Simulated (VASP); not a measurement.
A run of VASP 6.6.1:

INCAR

```
SYSTEM = CaC2
  PREC = Accurate
  ENCUT = 520
  EDIFF = 1E-6
  ISMEAR = 0
  SIGMA = 0.02
  LREAL = .False.
  LASPH = .True.
  NELM = 80
  ALGO = Normal
  ISIF = 2
  LWAVE = .False.
  LCHARG = .False.
  GGA = PS
  NBANDS = 16
```

KPOINTS

```
Automatic mesh
0
Gamma
  10 10 10
  0 0 0
```

The input POSCAR:

```
CaC2
1.0
   -1.9100025416      1.9100025416      3.1691550110
    1.9100025416     -1.9100025416      3.1691550110
    1.9100025416      1.9100025416     -3.1691550110
Ca C
1 2
Direct
    0.0000000000      0.0000000000      0.0000000000
    0.5993662784      0.5993662784      0.0000000000
    0.4006337216      0.4006337216      0.0000000000
```

Potentials or basis: VASP PAW PBE potentials, release 64 (Ca_sv, C).

Command:

```console
$ cat potpaw_PBE.64/Ca_sv/POTCAR potpaw_PBE.64/C/POTCAR > POTCAR
$ mpirun -np 1 vasp_std > vasp.out
```

Hardware: 1 thread of Intel(R) Xeon(R) Platinum 8259CL CPU @ 2.50GHz (Skylake/Cascade Lake) (shared host).

**Question.** Estimate the wall time of this run.

**Answer.** Run time: 73 s on 1 thread of Intel(R) Xeon(R) Platinum 8259CL CPU @ 2.50GHz (Skylake/Cascade Lake), on a shared host, peak memory 0.22 GiB. Counts: scf iterations 14, k points 102.
